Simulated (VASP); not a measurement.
Here is a VASP 6.6.1 calculation.

The input INCAR:

```
SYSTEM = Mo
PREC = Accurate ; ENCUT = 520
EDIFF = 1E-6 ; ISMEAR = 0
SIGMA = 0.15 ; LREAL = .False.
LASPH = .True. ; NELM = 100
ALGO = Fast ; ISIF = 2
LWAVE = .False. ; LCHARG = .True.
GGA = PE ; LELF = .True.
LVHAR = .True. ; NBANDS = 13
```

Contents of KPOINTS:

```
Automatic mesh
0
Gamma
  22 22 22
  0 0 0
```

Contents of POSCAR:

```
Mo
1.0
   -1.5474350000      1.5474350000      1.5710000000
    1.5474350000     -1.5474350000      1.5710000000
    1.5474350000      1.5474350000     -1.5710000000
Mo
1
Direct
    0.0000000000      0.0000000000      0.0000000000
```

Potentials or basis: VASP PAW PBE potentials, release 64 (Mo_sv).

Launch:

```sh
$ cat potpaw_PBE.64/Mo_sv/POTCAR > POTCAR
$ mpirun -np 1 vasp_std > vasp.out
```

Problem. Estimate the pressure.

Solution. 14.4 GPa.

Problem. Estimate the band gap on the k mesh.

Solution. Zero (bands 7 and 8 overlap by 5.50 eV).

Stress tensor (GPa, compression positive):
```
16.09  0.00  0.00
 0.00 16.09  0.00
 0.00  0.00 11.11
```

Caveat: the cell differs from its parent crystal (strain -0.015 along x and y, +0.000 along z); the cell stands under pressure.
